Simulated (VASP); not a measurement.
# AlCo in VASP: relaxation of the atoms with PBEsol

Aim: the relaxation of the atoms of AlCo with PBEsol.

Everything below comes from runs of VASP 6.6.1. Logs are shortened: lines on timing, memory, paths and dates and some standing lists are left out, and cuts for length are marked.

## Step 1: The cell of the first run

The cell holds a slab with vacuum, 6 atoms: a = 2.823 Å, b = 2.823 Å, c = 24.056 Å, α = 90.00°, β = 90.00°, γ = 90.00°.

## Step 2: Relaxation of the atoms, PBEsol

Input file INCAR:

```
SYSTEM = AlCo
PREC = Accurate
ENCUT = 520
EDIFF = 1E-7
ISMEAR = 0
SIGMA = 0.1
LREAL = .FALSE.
LASPH = .TRUE.
NELM = 100
ALGO = Normal
ISIF = 2
LWAVE = .FALSE.
LCHARG = .FALSE.
LDIPOL = .TRUE.
IDIPOL = 3
DIPOL = 0.5 0.5 0.500
GGA = PS
IBRION = 2
NSW = 90
EDIFFG = -0.03
```

Input file KPOINTS:

```
regular mesh
0
G
  10 10 1
  0 0 0
```

Input file POSCAR:

```
AlCo
1.0
    2.8225855360      0.0000000000      0.0000000000
    0.0000000000      2.8225855360      0.0000000000
    0.0000000000      0.0000000000     24.0564638401
Co Al
3 3
Selective dynamics
Direct
    0.5000000000      0.5000000000      0.3533353886  F F F
    0.5000000000      0.5000000000      0.4706670777  F F F
    0.5000000000      0.5000000000      0.5879987668  T T T
    0.0000000000      0.0000000000      0.4120012332  F F F
    0.0000000000      0.0000000000      0.5293329223  T T T
    0.0000000000      0.0000000000      0.6466646114  T T T
```

Potentials or basis: VASP PAW PBE potentials, release 64 (Co, Al).

Run with:

```console
> cat potpaw_PBE.64/Co/POTCAR potpaw_PBE.64/Al/POTCAR > POTCAR
> mpirun -np 1 vasp_std > vasp.out
```

OUTCAR:

```text
SYSTEM = AlCo
   PREC = Accurate
   ENCUT = 520
   EDIFF = 1E-7
   ISMEAR = 0
   LREAL = .FALSE.
   LASPH = .TRUE.
   NELM = 100
   ISIF = 2
   GGA = PS
   IBRION = 2
   NSW = 90
   EDIFFG = -0.03

 ion  position               nearest neighbor table
   1  0.500  0.500  0.353-   4 2.44   4 2.44   4 2.44   4 2.44   2 2.82
   2  0.500  0.500  0.471-   4 2.44   4 2.44   4 2.44   4 2.44   5 2.44   5 2.44   5 2.44   5 2.44
                             1 2.82   3 2.82
   3  0.500  0.500  0.588-   5 2.44   5 2.44   5 2.44   5 2.44   6 2.44   6 2.44   6 2.44   6 2.44
                             2 2.82
   4  0.000  0.000  0.412-   2 2.44   2 2.44   2 2.44   2 2.44   1 2.44   1 2.44   1 2.44   1 2.44
                             5 2.82
   5  0.000  0.000  0.529-   3 2.44   3 2.44   3 2.44   3 2.44   2 2.44   2 2.44   2 2.44   2 2.44
                             4 2.82   6 2.82
   6  0.000  0.000  0.647-   3 2.44   3 2.44   3 2.44   3 2.44   5 2.82

  LATTYP: Found a simple tetragonal cell.
 ALAT       =     2.8225855360
 C/A-ratio  =     8.5228467068

  Lattice vectors:

 A1 = (   2.8225855360,   0.0000000000,   0.0000000000)
 A2 = (   0.0000000000,   2.8225855360,   0.0000000000)
 A3 = (   0.0000000000,   0.0000000000,  24.0564638401)

Analysis of symmetry for initial positions (statically):
=====================================================================
 Subroutine PRICEL returns:
 Original cell was already a primitive cell.

 Routine SETGRP: Setting up the symmetry group for a
 simple tetragonal supercell.

 Subroutine GETGRP returns: Found  8 space group operations
 (whereof  8 operations were pure point group operations)
 out of a pool of 16 trial point group operations.

The static configuration has the point symmetry C_4v.

Analysis of symmetry for dynamics (positions and initial velocities):
=====================================================================
 Subroutine PRICEL returns:
 Original cell was already a primitive cell.

 Routine SETGRP: Setting up the symmetry group for a
 simple tetragonal supercell.

 Subroutine GETGRP returns: Found  8 space group operations
 (whereof  8 operations were pure point group operations)
 out of a pool of 16 trial point group operations.

The dynamic configuration has the point symmetry C_4v.

Analysis of constrained symmetry for selective dynamics:
=====================================================================
 Subroutine PRICEL returns:
 Original cell was already a primitive cell.

 Routine SETGRP: Setting up the symmetry group for a
[... 140 lines left out ...]
   LRPA    =     F    only Hartree local field effects (RPA)
 conjugate gradient relaxation of ions
 non-spin polarized calculation
 Gauss-broadening in eV      SIGMA  =   0.10
  energy-cutoff  :      520.00
  volume of cell :      191.66
 maximum number of plane-waves:      5216
 NGX is ok and might be reduce to    24
   NGX = 11   NGY = 11   NGZ = 89

 dipolmoment           0.000000      0.000000      0.013716 electrons x Angstroem

--------------------------------------- Ionic step        1  -------------------------------------------

 number of electron      35.9999997 magnetization

 Free energy of the ion-electron system (eV)
  ---------------------------------------------------
  ext. energy  EPLUGINS =         0.00000000
  ---------------------------------------------------
  free energy    TOTEN  =       -35.87982413 eV

  energy without entropy =      -35.84374634  energy(sigma->0) =      -35.86178524

------------------------ aborting loop because EDIFF is reached ----------------------------------------

  FORCE on cell =-STRESS in cart. coord.  units (eV):
  Direction    XX          YY          ZZ          XY          YZ          ZX
  --------------------------------------------------------------------------------------
  -------------------------------------------------------------------------------------
  Total       -3.4808028     -3.4808028     -0.3009878      0.0000000      0.0000000      0.0000000
  in kB      -29.0980570    -29.0980570     -2.5161322      0.0000000      0.0000000      0.0000000
  external PRESSURE =     -20.2374154 kB  Pullay stress =       0.0000000 kB
[... 101 lines left out ...]
  FREE ENERGIE OF THE ION-ELECTRON SYSTEM (eV)
  ---------------------------------------------------
  free  energy   TOTEN  =       -35.9040461892 eV

  energy  without entropy=      -35.8687950582  energy(sigma->0) =      -35.88642062

[... ionic steps 4 to 9 ...]

--------------------------------------- Ionic step       10  -------------------------------------------

 number of electron      35.9999994 magnetization

------------------------ aborting loop because EDIFF is reached ----------------------------------------
[... 75 lines left out ...]
--------------------------------------- Ionic step       12  -------------------------------------------

 number of electron      35.9999990 magnetization

 dipolmoment           0.000000      0.000000     -0.029754 electrons x Angstroem

 Free energy of the ion-electron system (eV)
  ---------------------------------------------------
  ext. energy  EPLUGINS =         0.00000000
  ---------------------------------------------------
  free energy    TOTEN  =       -35.90687021 eV

  energy without entropy =      -35.87163014  energy(sigma->0) =      -35.88925018

 E-fermi :   1.1716     XC(G=0):  -5.4066

 val. band max:        1.1582727819   @ k =   0.5000   0.2000   0.0000
 cond. band min:       1.1747369615   @ k =   0.1000   0.0000   0.0000
 fundamental gap:      0.0164641796
 Fermi energy:         1.1716200436

 k-point     1 :       0.0000    0.0000    0.0000
  band No.  band energies     occupation
      1      -9.5888      2.00000
      2      -8.3427      2.00000
      3      -6.4335      2.00000
      4      -4.2137      2.00000
      5      -2.4499      2.00000
      6      -1.8261      2.00000
[... 514 lines left out ...]
     21       3.7455      0.00000
     22       3.8742      0.00000

------------------------ aborting loop because EDIFF is reached ----------------------------------------

 vacuum level on the upper side and lower side of the slab       (xc-potential included)        -0.433         0.281

  FORCE on cell =-STRESS in cart. coord.  units (eV):
  Direction    XX          YY          ZZ          XY          YZ          ZX
  --------------------------------------------------------------------------------------
  -------------------------------------------------------------------------------------
  Total       -3.3359434     -3.3359434     -0.5108735      0.0000000      0.0000000      0.0000000
  in kB      -27.8870927    -27.8870927     -4.2706887      0.0000000      0.0000000      0.0000000
  external PRESSURE =     -20.0149580 kB  Pullay stress =       0.0000000 kB
[... 21 lines left out ...]
  FREE ENERGIE OF THE ION-ELECTRON SYSTEM (eV)
  ---------------------------------------------------
  free  energy   TOTEN  =       -35.9068702145 eV

  energy  without entropy=      -35.8716301423  energy(sigma->0) =      -35.88925018

 reached required accuracy - stopping structural energy minimisation

 vacuum level on the upper side and lower side of the slab         4.959         5.676
```

CONTCAR:

```text
AlCo
   1.00000000000000
     2.8225855360000001    0.0000000000000000    0.0000000000000000
     0.0000000000000000    2.8225855360000001    0.0000000000000000
     0.0000000000000000    0.0000000000000000   24.0564638401000011
  Co              Al
     3     3
Selective dynamics
Direct
     0.5000000000000000    0.5000000000000000    0.3533353886000015   F   F   F
     0.5000000000000000    0.5000000000000000    0.4706670776999999   F   F   F
     0.5000000000000000    0.5000000000000000    0.5913598936107060   T   T   T
     0.0000000000000000    0.0000000000000000    0.4120012332000016   F   F   F
     0.0000000000000000    0.0000000000000000    0.5293611074465149   T   T   T
     0.0000000000000000    0.0000000000000000    0.6465111948243192   T   T   T

  0.00000000E+00  0.00000000E+00  0.00000000E+00
  0.00000000E+00  0.00000000E+00  0.00000000E+00
  0.00000000E+00  0.00000000E+00  0.00000000E+00
  0.00000000E+00  0.00000000E+00  0.00000000E+00
  0.00000000E+00  0.00000000E+00  0.00000000E+00
  0.00000000E+00  0.00000000E+00  0.00000000E+00
```

Wall time 24 min (1 thread of Intel Xeon Platinum 8175M at 2.50GHz (Skylake/Cascade Lake), shared host); peak memory 0.36 GiB.

What came out:

```yaml
Free_energy: -35.9069 eV
Energy_gained_by_relaxing: 4.5 meV/atom
Ionic_steps: 12
Band_gap_on_the_k_mesh: zero (bands 18 and 19 overlap by 0.77 eV)
```

The path:
```
step  energy change (eV)  largest force on free atoms (eV/Å)  pressure (GPa)
   1              0.0000                              0.6477           -2.02
   2             -0.0198                              0.3139           -1.94
   3             -0.0242                              0.1888           -1.86
   4             -0.0258                              0.0865           -1.83
   5             -0.0262                              0.0552           -1.80
   6             -0.0262                              0.0534           -1.80
   7             -0.0264                              0.0441           -1.83
   8             -0.0267                              0.0387           -1.90
   9             -0.0266                              0.0768           -2.05
  10             -0.0268                              0.0532           -1.96
  11             -0.0270                              0.0331           -1.98
  12             -0.0270                              0.0109           -2.00
```

Final structure:
```xyz
6
Lattice="2.8226 0.0000 0.0000 0.0000 2.8226 0.0000 0.0000 0.0000 24.0565" Properties=species:S:1:pos:R:3 pbc="T T T"
Co    1.4113    1.4113    8.5000
Co    1.4113    1.4113   11.3226
Co    1.4113    1.4113   14.2260
Al    0.0000    0.0000    9.9113
Al    0.0000    0.0000   12.7346
Al    0.0000    0.0000   15.5528
```

Caveat: the PAW data sets were made with another functional, which shifts forces and pressure a little; the run has no spin polarisation, though such a crystal can be magnetic. Spin polarisation is off, so any magnetic state and its effect on volume and gap are missing.
